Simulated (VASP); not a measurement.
A run of VASP 6.6.1 is set up as follows.

Contents of INCAR:

```
ALGO = Fast ; EDIFF = 1E-6
ENCUT = 520 ; GGA = PS
ISIF = 2 ; ISMEAR = 0
LASPH = T ; LCHARG = F
LREAL = F ; LWAVE = F
NBANDS = 38 ; NELM = 100
PREC = Accurate ; SIGMA = 0.15
```

File KPOINTS:

```
k-points
0
Gamma
  18 18 6
```

File POSCAR:

```
Rh
1.0
    2.7291000000      0.0000000000      0.0000000000
   -1.3645500000      2.3634699295      0.0000000000
    0.0000000000      0.0000000000      9.1930000000
Rh
4
Direct
    0.0000000000      0.0000000000      0.0000000000
    0.3333333333      0.6666666667      0.2500000000
    0.0000000000      0.0000000000      0.5000000000
    0.6666666667      0.3333333333      0.7500000000
```

Potentials or basis: VASP PAW PBE potentials, release 64 (Rh_pv).

Run with:

```sh
$ cat potpaw_PBE.64/Rh_pv/POTCAR > POTCAR
$ mpirun -np 1 vasp_std > vasp.out
```

(1) Estimate the band gap on the k mesh.

(2) Estimate the pressure.

Results:

(1) zero (bands 30 and 31 overlap by 1.78 eV).

(2) -20.9 GPa.

Caveat: the cell stands under tension; the PAW data sets were made with another functional, which shifts forces and pressure a little.
